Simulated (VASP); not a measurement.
The system is V2O5.

```xyz
14
Lattice="3.5640 0.0000 0.0000 0.0000 11.5120 0.0000 0.0000 0.0000 4.3680" Properties=species:S:1:pos:R:3 pbc="T T T"
V     0.0000    9.7988    0.4731
V     0.0000    1.7132    0.4731
V     1.7820    4.0428    3.8949
V     1.7820    7.4692    3.8949
O     0.0000    9.8347    2.0486
O     0.0000    1.6773    2.0486
O     1.7820    4.0787    2.3194
O     1.7820    7.4333    2.3194
O     0.0000    7.8408    4.3549
O     0.0000    3.6712    4.3549
O     1.7820    2.0848    0.0131
O     1.7820    9.4272    0.0131
O     0.0000    0.0000    4.3636
O     1.7820    5.7560    0.0044
```

| Quantity | Value |
| --- | --- |
| Program | VASP 6.6.1 |
| Task | relaxation of cell and atoms |
| Functional | rev-vdW-DF2 |
| Potentials or basis | VASP PAW PBE potentials, release 64 (V_sv, O) |
| Cutoff | 600 eV |
| k mesh | 8 × 4 × 6 |
| Occupations | gaussian, width 0.03 eV |
| Spin | no spin polarisation |

At the start: pressure 2.9 GPa; volume 12.80 Å³/atom.

Q: How do energy, volume and symmetry change on relaxing?

A: Over 37 steps the energy falls by 4.8 meV/atom and the volume is 12.57 Å³/atom (-1.8 %); space group Pmmn (No. 59, to 0.1 Å) before and after.

The path:
| step | energy change (eV) | largest force (eV/Å) | pressure (GPa) | volume (Å³) |
| --- | --- | --- | --- | --- |
| 1 | 0.0000 | 1.0974 | 2.88 | 179.21 |
| 2 | 0.9843 | 3.9997 | -9.08 | 185.22 |
| 3 | -0.0413 | 0.2608 | 0.39 | 180.13 |
| 4 | -0.0416 | 0.1859 | 0.57 | 180.06 |
| 5 | -0.0416 | 0.1699 | 0.62 | 180.04 |
| 6 | -0.0474 | 0.0865 | -0.68 | 181.24 |
| 7 | -0.0478 | 0.0825 | -0.42 | 181.00 |
| 8 | -0.0514 | 0.0605 | -0.30 | 180.66 |
| 9 | -0.0530 | 0.1946 | -0.04 | 180.01 |
| 10 | -0.0533 | 0.1460 | -0.11 | 180.18 |
| 11 | -0.0554 | 0.0689 | -0.04 | 179.86 |
| 12 | -0.0559 | 0.0947 | 0.04 | 179.57 |
| 13 | -0.0577 | 0.0785 | -0.04 | 179.36 |
| 14 | -0.0600 | 0.1251 | -0.26 | 178.72 |
| 15 | -0.0609 | 0.0669 | -0.17 | 178.58 |
| 16 | -0.0616 | 0.0760 | 0.04 | 178.27 |
| 17 | -0.0616 | 0.0742 | 0.00 | 178.30 |
| 18 | -0.0619 | 0.0711 | 0.01 | 178.25 |
| 19 | -0.0626 | 0.0621 | -0.02 | 178.12 |
| 20 | -0.0636 | 0.0450 | -0.09 | 177.86 |
| 21 | -0.0641 | 0.0913 | -0.22 | 177.33 |
| 22 | -0.0645 | 0.0688 | -0.14 | 177.16 |
| 23 | -0.0646 | 0.0773 | -0.04 | 176.94 |
| 24 | -0.0650 | 0.0638 | -0.06 | 176.85 |
| 25 | -0.0654 | 0.0682 | -0.11 | 176.66 |
| 26 | -0.0658 | 0.0567 | -0.04 | 176.54 |
| 27 | -0.0665 | 0.0601 | 0.19 | 176.18 |
| 28 | -0.0665 | 0.0748 | 0.27 | 176.05 |
| 29 | -0.0669 | 0.0513 | 0.24 | 175.98 |
| 30 | -0.0673 | 0.0225 | 0.15 | 175.81 |
| 31 | -0.0674 | 0.0161 | 0.11 | 175.85 |
| 32 | -0.0674 | 0.0269 | 0.07 | 175.91 |
| 33 | -0.0675 | 0.0217 | 0.00 | 175.96 |
| 34 | -0.0675 | 0.0223 | -0.05 | 175.99 |
| 35 | -0.0675 | 0.0208 | -0.06 | 176.01 |
| 36 | -0.0676 | 0.0164 | -0.08 | 176.06 |
| 37 | -0.0677 | 0.0073 | 0.00 | 176.02 |

Final structure:
```xyz
14
Lattice="3.5517 0.0000 0.0000 0.0000 11.6863 0.0000 0.0000 0.0000 4.2408" Properties=species:S:1:pos:R:3 pbc="T T T"
V     0.0000    9.9590    0.4621
V     0.0000    1.7273    0.4621
V     1.7759    4.1158    3.7786
V     1.7759    7.5704    3.7786
O     0.0000    9.9792    2.0616
O     0.0000    1.7071    2.0616
O     1.7759    4.1360    2.1792
O     1.7759    7.5502    2.1792
O     0.0000    7.9661    4.2293
O     0.0000    3.7202    4.2293
O     1.7759    2.1229    0.0115
O     1.7759    9.5633    0.0115
O     0.0000    0.0000    0.0236
O     1.7759    5.8431    4.2171
```

Caveat: the PAW data sets were made with another functional, which shifts forces and pressure a little.
